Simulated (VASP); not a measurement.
# Co (Fd-3m) in VASP: a series of runs

Co is run at these levels: BLYP; tasks: single point.

Program: VASP 6.6.1. These are calculated values, not measurements. Logs are shortened: lines on timing, memory, paths and dates and some standing lists are left out, and cuts for length are marked.

## (1) The cell of the first run

The structure is cubic, space group Fd-3m (No. 227). Conventional cell: a = 5.156 Å, b = 5.156 Å, c = 5.156 Å, α = 90.00°, β = 90.00°, γ = 90.00°. Co (site symmetry -43m) has 4 Co at 2.23 Å within 3.0 Å.

This isn't the form of Co at room conditions, which is hcp.

## (2) Single point, BLYP, collinear spin, antiferromagnetic start

File INCAR:

```
PREC     = Accurate       # precision mode
ENCUT    = 520            # plane-wave cutoff, eV
EDIFF    = 1E-6           # SCF threshold, eV
ISMEAR   = -1             # smearing method
SIGMA    = 0.05           # smearing width, eV
LREAL    = F              # projectors in reciprocal space
LASPH    = T              # aspherical terms in the spheres
NELM     = 150            # most SCF steps
ALGO     = Normal         # electronic algorithm
ISIF     = 2              # what is computed and relaxed
LWAVE    = F              # write WAVECAR
LCHARG   = F              # write CHGCAR
ISPIN    = 2              # spin polarisation
MAGMOM   = 1.7 -1.7       # initial moments
LORBIT   = 11             # projections on sites
LMAXMIX  = 4              # l up to which the mixer works
GGA      = B5             # functional
ALDAX    = 1.0          
AGGAX    = 1.0          
AGGAC    = 1.0          
ALDAC    = 0.0          
NBANDS   = 20             # bands
```

File KPOINTS:

```
regular mesh
0
Gamma
  11 11 11
```

File POSCAR:

```
Co
1.0
    0.0000000000      2.5781796426      2.5781796426
    2.5781796426      0.0000000000      2.5781796426
    2.5781796426      2.5781796426      0.0000000000
Co
2
Direct
    0.1250000000      0.1250000000      0.1250000000
    0.8750000000      0.8750000000      0.8750000000
```

Potentials or basis: VASP PAW PBE potentials, release 64 (Co).

On the command line:

```
cat potpaw_PBE.64/Co/POTCAR > POTCAR
mpirun -np 1 vasp_std > vasp.out
```

OUTCAR:

```text
PREC = Accurate
   ENCUT = 520
   EDIFF = 1E-6
   ISMEAR = -1
   LREAL = F
   LASPH = T
   NELM = 150
   ISIF = 2
   ISPIN = 2
   LORBIT = 11
   GGA = B5

 ion  position               nearest neighbor table
   1  0.125  0.125  0.125-   2 2.23   2 2.23   2 2.23   2 2.23
   2  0.875  0.875  0.875-   1 2.23   1 2.23   1 2.23   1 2.23

  LATTYP: Found a face centered cubic cell.
 ALAT       =     5.1563592852

  Lattice vectors:

 A1 = (   0.0000000000,   2.5781796426,   2.5781796426)
 A2 = (   2.5781796426,   0.0000000000,   2.5781796426)
 A3 = (   2.5781796426,   2.5781796426,   0.0000000000)

Analysis of symmetry for initial positions (statically):
=====================================================================
 Subroutine PRICEL returns:
 Original cell was already a primitive cell.

 Routine SETGRP: Setting up the symmetry group for a
 face centered cubic supercell.

 Subroutine GETGRP returns: Found 48 space group operations
 (whereof 12 operations were pure point group operations)
 out of a pool of 48 trial point group operations.

The static configuration has the point symmetry D_3d.
 The point group associated with its full space group is O_h .

Analysis of symmetry for dynamics (positions and initial velocities):
=====================================================================
 Subroutine PRICEL returns:
 Original cell was already a primitive cell.

 Routine SETGRP: Setting up the symmetry group for a
 face centered cubic supercell.

 Subroutine GETGRP returns: Found 48 space group operations
 (whereof 12 operations were pure point group operations)
 out of a pool of 48 trial point group operations.

The dynamic configuration has the point symmetry D_3d.
 The point group associated with its full space group is O_h .

Analysis of structural, dynamic, and magnetic symmetry:
=====================================================================
 Subroutine PRICEL returns:
 Original cell was already a primitive cell.

 Routine SETGRP: Setting up the symmetry group for a
 face centered cubic supercell.

 Subroutine GETGRP returns: Found 48 space group operations
 (whereof 12 operations were pure point group operations)
 out of a pool of 48 trial point group operations.

The overall configuration has the point symmetry D_3d.
 The point group associated with its full space group is O_h .

 Subroutine INISYM returns: Found 48 space group operations
 (whereof 12 operations are pure point group operations),
 and found     1 'primitive' translations

----------------------------------------------------------------------------------------

                                     Primitive cell

  volume of cell :      34.2744

  direct lattice vectors                    reciprocal lattice vectors
     0.000000000  2.578179643  2.578179643    -0.193935284  0.193935284  0.193935284
     2.578179643  0.000000000  2.578179643     0.193935284 -0.193935284  0.193935284
     2.578179643  2.578179643  0.000000000     0.193935284  0.193935284 -0.193935284

  length of vectors
     3.646096617  3.646096617  3.646096617     0.335905764  0.335905764  0.335905764

  position of ions in fractional coordinates (direct lattice)
     0.125000000  0.125000000  0.125000000
     0.875000000  0.875000000  0.875000000

  ion indices of the primitive-cell ions
   primitive index   ion index
                 1           1
                 2           2

----------------------------------------------------------------------------------------

 KPOINTS: regular mesh

Automatic generation of k-mesh.
 Grid dimensions read from file:
 generate k-points for:   11   11   11

 Generating k-lattice:

  Cartesian coordinates                     Fractional coordinates (reciprocal lattice)
    -0.017630480  0.017630480  0.017630480     0.090909091  0.000000000  0.000000000
     0.017630480 -0.017630480  0.017630480     0.000000000  0.090909091  0.000000000
     0.017630480  0.017630480 -0.017630480     0.000000000  0.000000000  0.090909091

  Length of vectors
     0.030536888  0.030536888  0.030536888

  Shift w.r.t. Gamma in fractional coordinates (k-lattice)
     0.000000000  0.000000000  0.000000000

 Subroutine IBZKPT returns following result:
 ===========================================

 Found     56 irreducible k-points:

 Following reciprocal coordinates:
            Coordinates               Weight
  0.000000  0.000000  0.000000      1.000000
  0.090909  0.000000  0.000000      8.000000
  0.181818  0.000000  0.000000      8.000000
  0.272727  0.000000  0.000000      8.000000
  0.363636  0.000000  0.000000      8.000000
  0.454545  0.000000  0.000000      8.000000
[... 16 lines left out ...]
 -0.272727  0.181818  0.000000     24.000000
 -0.181818  0.181818  0.000000     12.000000
 [... further k-points ...]
   k-points           NKPTS =     56   k-points in BZ     NKDIM =     56   number of bands    NBANDS=     20
   number of dos      NEDOS =    301   number of ions     NIONS =      2
   total plane-waves  NPLWV =  21952
   dimension x,y,z NGX =    28 NGY =   28 NGZ =   28
   dimension x,y,z NGXF=    56 NGYF=   56 NGZF=   56
   ions per type =               2
   NGX,Y,Z   is equivalent  to a cutoff of  12.77, 12.77, 12.77 a.u.
   NGXF,Y,Z  is equivalent  to a cutoff of  25.53, 25.53, 25.53 a.u.
 SYSTEM =  unknown system
   PREC   = accura    normal or accurate (medium, high low for compatibility)
   ISTART =      0    job   : 0-new  1-cont  2-samecut
   ICHARG =      2    charge: 1-file 2-atom 10-const
   ISPIN  =      2    spin polarized calculation?
   LNONCOLLINEAR =      F non collinear calculations
   LSORBIT =      F    spin-orbit coupling
   LASPH  =      T    aspherical Exc in radial PAW
   ENCUT  =  520.0 eV  38.22 Ry    6.18 a.u.   6.78  6.78  6.78*2*pi/ulx,y,z
   NELM   =    150;   NELMIN=  2; NELMDL= -5     # of ELM steps
   EDIFF  = 0.1E-05   stopping-criterion for ELM
   LREAL  =      F    real-space projection
   EDIFFG = 0.1E-04   stopping-criterion for IOM
   NSW    =      0    number of steps for IOM
   IBRION =     -1    ionic relax: 0-MD 1-quasi-New 2-CG
   NFREE  =      0    steps in history (QN), initial steepest desc. (CG)
   ISIF   =      2    stress and relaxation
   ISYM   =      2    0-nonsym 1-usesym 2-fastsym
   POTIM  = 0.5000    time-step for ionic-motion
   TEBEG  =    0.0;   TEEND  =   0.0 temperature during run
   PSTRESS=    0.0 pullay stress
   NELECT =      18.0000    total number of electrons
   NUPDOWN=      -1.0000    fix difference up-down
   EMIN   =  10.00;   EMAX   =-10.00  energy-range for DOS
   EFERMI =   0.00;   METHOD = LEGACY
   ISMEAR =    -1;   SIGMA  =   0.05  broadening in eV -4-tet -1-fermi 0-gaus
   EFERMI_NEDOS =   21; number of points for ismear=-14 and -15
   IALGO  =     38    algorithm
   IMIX   =      4    mixing-type and parameters
     AMIX     =   0.40;   BMIX     =  1.00
     AMIX_MAG =   1.60;   BMIX_MAG =  1.00
  volume/ion in A,a.u.               =      17.14       115.65
  Fermi-wavevector in a.u.,A,eV,Ry     =   1.320817  2.495981 23.736129  1.744556
  Thomas-Fermi vector in A             =   2.450615
   LORBIT       =     11    0 simple, 1 ext, 2 COOP (PROOUT), +10 PAW based schemes
   GGA     = B5    functional components
   LHFCALC =     F    Hartree Fock is set to
   AEXX    =    0.0000 exact exchange contribution
   IVDW    =     0    specifies the selected vdW correction
   LEPSILON=     F    determine dielectric tensor
   LRPA    =     F    only Hartree local field effects (RPA)
 spin polarized calculation
  energy-cutoff  :      520.00
  volume of cell :       34.27
 maximum number of plane-waves:       941
   NGX = 13   NGY = 13   NGZ = 13

 number of electron      17.9999987 magnetization      -0.0000000

 number of electron      17.9999987 magnetization       0.0000000

 Free energy of the ion-electron system (eV)
  ---------------------------------------------------
  ext. energy  EPLUGINS =         0.00000000
  ---------------------------------------------------
  free energy    TOTEN  =       -10.02775556 eV

  energy without entropy =       -9.98068749  energy(sigma->0) =      -10.00422152

 E-fermi :   5.2796     XC(G=0): -10.0153

 val. band max:        5.2774167129   @ k =  -0.4545   0.1818   0.0000
 cond. band min:       5.2827293416   @ k =   0.4545   0.0909   0.0000
 fundamental gap:      0.0053126287
 Fermi energy:         5.2795906990

 spin component 1

 k-point     1 :       0.0000    0.0000    0.0000
  band No.  band energies     occupation
      1      -0.7790      1.00000
      2       2.7786      1.00000
      3       2.7786      1.00000
      4       2.8784      1.00000
      5       2.8784      1.00000
      6       2.8784      1.00000
[... 12 lines left out ...]
     19      20.3612      0.00000
     20      22.1747      0.00000
[... 507 lines left out ...]
 k-point    24 :      -0.1818    0.1818    0.0000
  band No.  band energies     occupation
      1       0.6765      1.00000
      2       2.4926      1.00000
      3       2.7956      1.00000
      4       2.8588      1.00000
      5       3.0888      1.00000
      6       3.4195      1.00000
[... 12 lines left out ...]
     19      20.7145      0.00000
     20      23.9435      0.00000

 [... further k-points ...]

 spin component 2

 k-point     1 :       0.0000    0.0000    0.0000
  band No.  band energies     occupation
      1      -0.7790      1.00000
      2       2.7786      1.00000
      3       2.7786      1.00000
      4       2.8784      1.00000
      5       2.8784      1.00000
      6       2.8784      1.00000
[... 12 lines left out ...]
     19      20.3612      0.00000
     20      22.1747      0.00000
[... 507 lines left out ...]
 k-point    24 :      -0.1818    0.1818    0.0000
  band No.  band energies     occupation
      1       0.6765      1.00000
      2       2.4926      1.00000
      3       2.7956      1.00000
      4       2.8588      1.00000
      5       3.0888      1.00000
      6       3.4195      1.00000
[... 12 lines left out ...]
     19      20.7145      0.00000
     20      23.9435      0.00000

 [... further k-points ...]

------------------------ aborting loop because EDIFF is reached ----------------------------------------

  FORCE on cell =-STRESS in cart. coord.  units (eV):
  Direction    XX          YY          ZZ          XY          YZ          ZX
  --------------------------------------------------------------------------------------
  -------------------------------------------------------------------------------------
  Total       -1.8995265     -1.8995265     -1.8995265     -0.0000000      0.0000000      0.0000000
  in kB      -88.7945727    -88.7945727    -88.7945727     -0.0000000      0.0000000      0.0000000
  external PRESSURE =     -88.7945727 kB  Pullay stress =       0.0000000 kB

 VOLUME and BASIS-vectors are now :
 -----------------------------------------------------------------------------
  energy-cutoff  :      520.00
  volume of cell :       34.27
      direct lattice vectors                 reciprocal lattice vectors
     0.000000000  2.578179643  2.578179643    -0.193935284  0.193935284  0.193935284
     2.578179643  0.000000000  2.578179643     0.193935284 -0.193935284  0.193935284
     2.578179643  2.578179643  0.000000000     0.193935284  0.193935284 -0.193935284

 POSITION                                       TOTAL-FORCE (eV/Angst)
 -----------------------------------------------------------------------------------
      0.64454      0.64454      0.64454        -0.000000     -0.000000     -0.000000
      4.51181      4.51181      4.51181         0.000000      0.000000      0.000000
 -----------------------------------------------------------------------------------
    total drift:                               -0.000000     -0.000000     -0.000000

  FREE ENERGIE OF THE ION-ELECTRON SYSTEM (eV)
  ---------------------------------------------------
  free  energy   TOTEN  =       -10.0277555635 eV

  energy  without entropy=       -9.9806874853  energy(sigma->0) =      -10.00422152

 total charge

# of ion       s       p       d       tot
------------------------------------------
    1        0.507   0.318   7.332   8.157
    2        0.507   0.318   7.332   8.157
--------------------------------------------------
tot          1.014   0.636  14.664  16.314

 magnetization (x)

# of ion       s       p       d       tot
------------------------------------------
    1        0.000   0.000   0.000   0.000
    2       -0.000  -0.000  -0.000  -0.000
--------------------------------------------------
tot          0.000   0.000   0.000   0.000
```

It took 97 s on 1 thread of Intel Xeon 6975P-C (Granite Rapids), shared host; peak memory 0.2 GiB.

Results:

```
Free energy                                           : -10.0278 eV
Pressure                                              : -8.9 GPa
Band gap on the k mesh                                : zero (filled and empty bands overlap)
Net moment                                            : 0.00 μB per cell
Valence electrons inside the program's atomic spheres : Co 8.16
```

Caveat: the cell stands under tension; the moments typed at the start vanished in this run; the PAW data sets were made with another functional, which shifts forces and pressure a little.

## (3) Single point, BLYP, collinear spin, ferromagnetic start (15.08 Å³/atom)

This run uses another cell than the first one, of 15.08 Å³/atom.

File INCAR:

```
AGGAC = 1.0
AGGAX = 1.0
ALDAC = 0.0
ALDAX = 1.0
ALGO = Normal
EDIFF = 1E-6
ENCUT = 520
GGA = B5
ISIF = 2
ISMEAR = -1
ISPIN = 2
LASPH = True
LCHARG = False
LMAXMIX = 4
LORBIT = 11
LREAL = False
LWAVE = False
MAGMOM = -1.736 -1.736
NBANDS = 20
NELM = 150
PREC = Accurate
SIGMA = 0.05
```

File KPOINTS:

```
k-points
0
Gamma
  12 12 12
```

File POSCAR:

```
Co
1.0
    0.0000000000      2.4706282269      2.4706282269
    2.4706282269      0.0000000000      2.4706282269
    2.4706282269      2.4706282269      0.0000000000
Co
2
Direct
    0.1250000000      0.1250000000      0.1250000000
    0.8750000000      0.8750000000      0.8750000000
```

Potentials or basis: VASP PAW PBE potentials, release 64 (Co).

On the command line:

```
cat potpaw_PBE.64/Co/POTCAR > POTCAR
mpirun -np 1 vasp_std > vasp.out
```

Run time: 2.9 min. Hardware: 1 thread of Intel Xeon 6975P-C (Granite Rapids), shared host; peak memory 0.2 GiB.

The run converged. Its results:

```
Free energy                                           : -10.1307 eV
Pressure                                              : 5.2 GPa
Net moment                                            : -1.20 μB per cell
Site moments                                          : Co -0.59 μB
Valence electrons inside the program's atomic spheres : Co 8.34
```

Levels at points of the mesh, in eV from the Fermi level:
Spin up:
| k point | band 5 | band 6 | band 7 | band 8 | band 9 | band 10 | band 11 | band 12 |
| --- | --- | --- | --- | --- | --- | --- | --- | --- |
| (0.00, 0.00, 0.00) | -2.45 | -2.45 | -0.65 | -0.65 | -0.65 | 0.67 | 0.67 | 13.39 |
| (0.50, 0.00, 0.00) | -2.45 | -2.45 | -1.19 | -0.22 | -0.22 | 0.50 | 0.50 | 1.80 |
| (0.50, 0.50, 0.00) | -1.72 | -1.72 | -0.95 | -0.95 | 0.68 | 0.68 | 2.16 | 2.16 |
Spin down:
| k point | band 8 | band 9 | band 10 | band 11 | band 12 | band 13 |
| --- | --- | --- | --- | --- | --- | --- |
| (0.00, 0.00, 0.00) | -1.25 | -1.25 | 0.05 | 0.05 | 13.21 | 13.21 |
| (0.50, 0.00, 0.00) | -0.78 | -0.78 | -0.17 | -0.17 | 1.26 | 9.63 |
| (0.50, 0.50, 0.00) | -1.50 | -0.01 | -0.01 | 1.77 | 1.77 | 4.97 |

Caveat: the cell stands under pressure; the PAW data sets were made with another functional, which shifts forces and pressure a little.

(Part 1 of 2 ends here.)
